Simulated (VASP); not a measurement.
# SiC in VASP: further runs, part 2 of 2

VASP 6.6.1. Earlier steps stand in the parts before.

## Step 3: Single point, PBE

File INCAR:

```
SYSTEM = SiC
PREC     = Accurate       ! precision mode
ENCUT    = 520            ! plane-wave cutoff, eV
EDIFF    = 1E-6           ! SCF threshold, eV
ISMEAR   = 0              ! smearing method
SIGMA    = 0.05           ! smearing width, eV
LREAL    = .FALSE.        ! projectors in reciprocal space
LASPH    = .TRUE.         ! aspherical terms in the spheres
NELM     = 100            ! most SCF steps
ALGO     = Normal         ! electronic algorithm
ISIF     = 2              ! what is computed and relaxed
LWAVE    = .FALSE.        ! write WAVECAR
LCHARG   = .FALSE.        ! write CHGCAR
LDIPOL   = .TRUE.       
IDIPOL   = 3            
DIPOL    = 0.5 0.5 0.500
GGA      = PE             ! functional
NBANDS   = 36             ! bands
```

File KPOINTS:

```
regular mesh
0
G
  9 9 1
  0 0 0
```

File POSCAR:

```
SiC
1.0
    3.0969355084      0.0000000000      0.0000000000
    0.0000000000      3.0969355084      0.0000000000
    0.0000000000      0.0000000000     27.0442525440
C Si
6 6
Direct
    0.0000000000      0.5000000000      0.2828876032
    0.5000000000      0.0000000000      0.3583659374
    0.0000000000      0.5000000000      0.4388112204
    0.5000000000      0.0000000000      0.5197846741
    0.0000000000      0.5000000000      0.6007134990
    0.5000000000      0.0000000000      0.6813153260
    0.5000000000      0.5000000000      0.3169730017
    0.0000000000      0.0000000000      0.3980154109
    0.5000000000      0.5000000000      0.4792245584
    0.0000000000      0.0000000000      0.5602215932
    0.5000000000      0.5000000000      0.6410863212
    0.0000000000      0.0000000000      0.7226008546
```

Potentials or basis: VASP PAW PBE potentials, release 64 (C, Si).

On the command line:

```console
> cat potpaw_PBE.64/C/POTCAR potpaw_PBE.64/Si/POTCAR > POTCAR
> mpirun -np 1 vasp_std > vasp.out
```

OUTCAR:

```text
SYSTEM = SiC
   PREC = Accurate
   ENCUT = 520
   EDIFF = 1E-6
   ISMEAR = 0
   LREAL = .FALSE.
   LASPH = .TRUE.
   NELM = 100
   ISIF = 2
   GGA = PE

 ion  position               nearest neighbor table
   1  0.000  0.500  0.283-   7 1.80   7 1.80
   2  0.500  0.000  0.358-   8 1.88   8 1.88   7 1.91   7 1.91
   3  0.000  0.500  0.439-   9 1.90   9 1.90   8 1.90   8 1.90
   4  0.500  0.000  0.520-  10 1.90  10 1.90   9 1.90   9 1.90
   5  0.000  0.500  0.601-  11 1.89  11 1.89  10 1.90  10 1.90
   6  0.500  0.000  0.681-  11 1.89  11 1.89  12 1.91  12 1.91
   7  0.500  0.500  0.317-   1 1.80   1 1.80   2 1.91   2 1.91   8 3.10   8 3.10   8 3.10   8 3.10

   8  0.000  0.000  0.398-   2 1.88   2 1.88   3 1.90   3 1.90   7 3.10   7 3.10   7 3.10   7 3.10
                             9 3.10   9 3.10   9 3.10   9 3.10
   9  0.500  0.500  0.479-   3 1.90   3 1.90   4 1.90   4 1.90  10 3.10  10 3.10  10 3.10  10 3.10
                             8 3.10   8 3.10   8 3.10   8 3.10
  10  0.000  0.000  0.560-   4 1.90   4 1.90   5 1.90   5 1.90  11 3.09  11 3.09  11 3.09  11 3.09
                             9 3.10   9 3.10   9 3.10   9 3.10
  11  0.500  0.500  0.641-   6 1.89   6 1.89   5 1.89   5 1.89  10 3.09  10 3.09  10 3.09  10 3.09
                            12 3.11  12 3.11  12 3.11  12 3.11
  12  0.000  0.000  0.723-   6 1.91   6 1.91  11 3.11  11 3.11  11 3.11  11 3.11

  LATTYP: Found a simple tetragonal cell.
 ALAT       =     3.0969355084
 C/A-ratio  =     8.7325849927

  Lattice vectors:

 A1 = (   3.0969355084,   0.0000000000,   0.0000000000)
 A2 = (   0.0000000000,   3.0969355084,   0.0000000000)
 A3 = (   0.0000000000,   0.0000000000,  27.0442525440)

Analysis of symmetry for initial positions (statically):
=====================================================================
 Subroutine PRICEL returns:
 Original cell was already a primitive cell.

 Routine SETGRP: Setting up the symmetry group for a
 simple tetragonal supercell.

 Subroutine GETGRP returns: Found  4 space group operations
 (whereof  4 operations were pure point group operations)
 out of a pool of 16 trial point group operations.

The static configuration has the point symmetry C_2v.

Analysis of symmetry for dynamics (positions and initial velocities):
=====================================================================
 Subroutine PRICEL returns:
 Original cell was already a primitive cell.

 Routine SETGRP: Setting up the symmetry group for a
 simple tetragonal supercell.

 Subroutine GETGRP returns: Found  4 space group operations
 (whereof  4 operations were pure point group operations)
 out of a pool of 16 trial point group operations.

The dynamic configuration has the point symmetry C_2v.

 Subroutine INISYM returns: Found  4 space group operations
 (whereof  4 operations are pure point group operations),
 and found     1 'primitive' translations

----------------------------------------------------------------------------------------

                                     Primitive cell

  volume of cell :     259.3817

  direct lattice vectors                    reciprocal lattice vectors
     3.096935508  0.000000000  0.000000000     0.322899846  0.000000000  0.000000000
     0.000000000  3.096935508  0.000000000     0.000000000  0.322899846  0.000000000
[... 97 lines left out ...]
   ICHARG =      2    charge: 1-file 2-atom 10-const
   ISPIN  =      1    spin polarized calculation?
   LNONCOLLINEAR =      F non collinear calculations
   LSORBIT =      F    spin-orbit coupling
   LASPH  =      T    aspherical Exc in radial PAW
   ENCUT  =  520.0 eV  38.22 Ry    6.18 a.u.   5.76  5.76 50.28*2*pi/ulx,y,z
   NELM   =    100;   NELMIN=  2; NELMDL= -5     # of ELM steps
   EDIFF  = 0.1E-05   stopping-criterion for ELM
   LREAL  =      F    real-space projection
   EDIFFG = 0.1E-04   stopping-criterion for IOM
   NSW    =      0    number of steps for IOM
   IBRION =     -1    ionic relax: 0-MD 1-quasi-New 2-CG
   NFREE  =      0    steps in history (QN), initial steepest desc. (CG)
   ISIF   =      2    stress and relaxation
   ISYM   =      2    0-nonsym 1-usesym 2-fastsym
   POTIM  = 0.5000    time-step for ionic-motion
   TEBEG  =    0.0;   TEEND  =   0.0 temperature during run
   PSTRESS=    0.0 pullay stress
   NELECT =      48.0000    total number of electrons
   NUPDOWN=      -1.0000    fix difference up-down
   EMIN   =  10.00;   EMAX   =-10.00  energy-range for DOS
   EFERMI =   0.00;   METHOD = LEGACY
   ISMEAR =     0;   SIGMA  =   0.05  broadening in eV -4-tet -1-fermi 0-gaus
   EFERMI_NEDOS =   21; number of points for ismear=-14 and -15
   IALGO  =     38    algorithm
   IMIX   =      4    mixing-type and parameters
     AMIX     =   0.40;   BMIX     =  1.00
     AMIX_MAG =   1.60;   BMIX_MAG =  1.00
  volume/ion in A,a.u.               =      21.62       145.87
  Fermi-wavevector in a.u.,A,eV,Ry     =   0.932915  1.762954 11.841568  0.870331
  Thomas-Fermi vector in A             =   2.059562
   LORBIT       =      0    0 simple, 1 ext, 2 COOP (PROOUT), +10 PAW based schemes
   GGA     = PE    functional components
   LHFCALC =     F    Hartree Fock is set to
   AEXX    =    0.0000 exact exchange contribution
   IVDW    =     0    specifies the selected vdW correction
   LEPSILON=     F    determine dielectric tensor
   LRPA    =     F    only Hartree local field effects (RPA)
 non-spin polarized calculation
 Gauss-broadening in eV      SIGMA  =   0.05
  energy-cutoff  :      520.00
  volume of cell :      259.38
 maximum number of plane-waves:      7012
   NGX = 11   NGY = 11   NGZ =101

 dipolmoment           0.000000      0.000000      0.003215 electrons x Angstroem

 number of electron      47.9999995 magnetization

 dipolmoment           0.000000      0.000000     -0.064223 electrons x Angstroem

 Free energy of the ion-electron system (eV)
  ---------------------------------------------------
  ext. energy  EPLUGINS =         0.00000000
  ---------------------------------------------------
  free energy    TOTEN  =       -84.44212642 eV

  energy without entropy =      -84.43671770  energy(sigma->0) =      -84.43942206

 E-fermi :   0.7369     XC(G=0):  -6.2766

 val. band max:        0.7205622904   @ k =   0.0000   0.4444   0.0000
 cond. band min:       0.7405216262   @ k =   0.2222   0.0000   0.0000
 fundamental gap:      0.0199593358
 Fermi energy:         0.7369020712

 k-point     1 :       0.0000    0.0000    0.0000
  band No.  band energies     occupation
      1     -14.7502      2.00000
      2     -14.2596      2.00000
      3     -13.4731      2.00000
      4     -12.4141      2.00000
      5     -11.1530      2.00000
      6      -9.7127      2.00000
[... 925 lines left out ...]
     35       7.2928      0.00000
     36       7.8216      0.00000

 [... further k-points ...]

------------------------ aborting loop because EDIFF is reached ----------------------------------------

 vacuum level on the upper side and lower side of the slab       (xc-potential included)        -0.951         0.286

  FORCE on cell =-STRESS in cart. coord.  units (eV):
  Direction    XX          YY          ZZ          XY          YZ          ZX
  --------------------------------------------------------------------------------------
  -------------------------------------------------------------------------------------
  Total        3.5578800     -5.3604867     -0.1212462      0.0000000      0.0000000      0.0000000
  in kB       21.9767048    -33.1112440     -0.7489268      0.0000000      0.0000000      0.0000000
  external PRESSURE =      -3.9611553 kB  Pullay stress =       0.0000000 kB

 VOLUME and BASIS-vectors are now :
 -----------------------------------------------------------------------------
  energy-cutoff  :      520.00
  volume of cell :      259.38
      direct lattice vectors                 reciprocal lattice vectors
     3.096935508  0.000000000  0.000000000     0.322899846  0.000000000  0.000000000
     0.000000000  3.096935508  0.000000000     0.000000000  0.322899846  0.000000000
     0.000000000  0.000000000 27.044252544     0.000000000  0.000000000  0.036976433

 POSITION                                       TOTAL-FORCE (eV/Angst)
 -----------------------------------------------------------------------------------
      0.00000      1.54847      7.65048         0.000000      0.000000      0.020601
      1.54847      0.00000      9.69174         0.000000      0.000000     -0.003406
      0.00000      1.54847     11.86732         0.000000      0.000000     -0.008765
      1.54847      0.00000     14.05719         0.000000      0.000000     -0.005783
      0.00000      1.54847     16.24585         0.000000      0.000000      0.002442
      1.54847      0.00000     18.42566         0.000000      0.000000      0.026042
      1.54847      1.54847      8.57230         0.000000      0.000000     -0.015395
      0.00000      0.00000     10.76403         0.000000      0.000000      0.005099
      1.54847      1.54847     12.96027         0.000000      0.000000      0.003675
      0.00000      0.00000     15.15077         0.000000      0.000000      0.002349
      1.54847      1.54847     17.33770         0.000000      0.000000     -0.004757
      0.00000      0.00000     19.54220         0.000000      0.000000     -0.022102
 -----------------------------------------------------------------------------------
    total drift:                                0.000000     -0.000000     -0.006748

  FREE ENERGIE OF THE ION-ELECTRON SYSTEM (eV)
  ---------------------------------------------------
  free  energy   TOTEN  =       -84.4421264188 eV

  energy  without entropy=      -84.4367176983  energy(sigma->0) =      -84.43942206

 vacuum level on the upper side and lower side of the slab         6.191         7.436
```

Wall time 33 min (1 thread of Intel Xeon 8259CL, shared host); peak memory 0.43 GiB.

What came out:

| Item | Value |
| --- | --- |
| Free energy | -84.4421 eV |
| Largest force | 0.026 eV/Å |
| Band gap on the k mesh | zero (bands 24 and 25 overlap by 0.55 eV) |

Forces on the atoms (eV/Å):
```
C    0.000  0.000  0.021
C    0.000  0.000 -0.003
C    0.000  0.000 -0.009
C    0.000  0.000 -0.006
C    0.000  0.000  0.002
C    0.000  0.000  0.026
Si   0.000  0.000 -0.015
Si   0.000  0.000  0.005
Si   0.000  0.000  0.004
Si   0.000  0.000  0.002
Si   0.000  0.000 -0.005
Si   0.000  0.000 -0.022
```

Levels at points of the mesh, in eV from the Fermi level:
```tsv
k point	band 21	band 22	band 23	band 24	band 25	band 26	band 27	band 28
(0.00, 0.00, 0.00)	-0.74	-0.50	-0.49	-0.22	1.37	1.53	2.27	3.36
```
